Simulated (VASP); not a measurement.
A run of VASP 6.6.1 is set up as follows.

POSCAR

```
Mo
1.0
   -1.5764210372      1.5764210372      1.5764210372
    1.5764210372     -1.5764210372      1.5764210372
    1.5764210372      1.5764210372     -1.5764210372
Mo
1
Direct
    0.0000000000      0.0000000000      0.0000000000
```

File INCAR.step1:

```
SYSTEM = Mo
PREC = Accurate
ENCUT = 520
ISMEAR = -1
SIGMA = 0.1
LREAL = .FALSE.
LASPH = .TRUE.
NELM = 100
NBANDS = 13
GGA = PE
ALGO = Normal
EDIFF = 1E-4
LWAVE = .TRUE.
LCHARG = .FALSE.
```

File INCAR.step2:

```
SYSTEM = Mo
PREC = Accurate
ENCUT = 520
EDIFF = 1E-6
ISMEAR = -1
SIGMA = 0.1
LREAL = .FALSE.
LASPH = .TRUE.
NELM = 100
ALGO = Normal
ISIF = 2
LWAVE = .FALSE.
LCHARG = .FALSE.
METAGGA = R2SCAN
LMIXTAU = .TRUE.
NBANDS = 13
ISTART = 1
```

The input KPOINTS:

```
regular mesh
0
G
  14 14 14
  0 0 0
```

Potentials or basis: VASP PAW PBE potentials, release 64 (Mo_sv).

Run with:

```bash
$ cat potpaw_PBE.64/Mo_sv/POTCAR > POTCAR
$ cp INCAR.step1 INCAR
$ mpirun -np 1 vasp_std > vasp.out
$ cp INCAR.step2 INCAR
$ mpirun -np 1 vasp_std > vasp.out
```

Question: Predict the pressure.

Answer: 1.1 GPa.

Question: What does it give for the band gap on the k mesh?

Answer: Zero (band 7 reaches 16.63 eV, above the bottom of band 8 at 11.09 eV).

Caveat: the PAW data sets were made with another functional, which shifts forces and pressure a little.
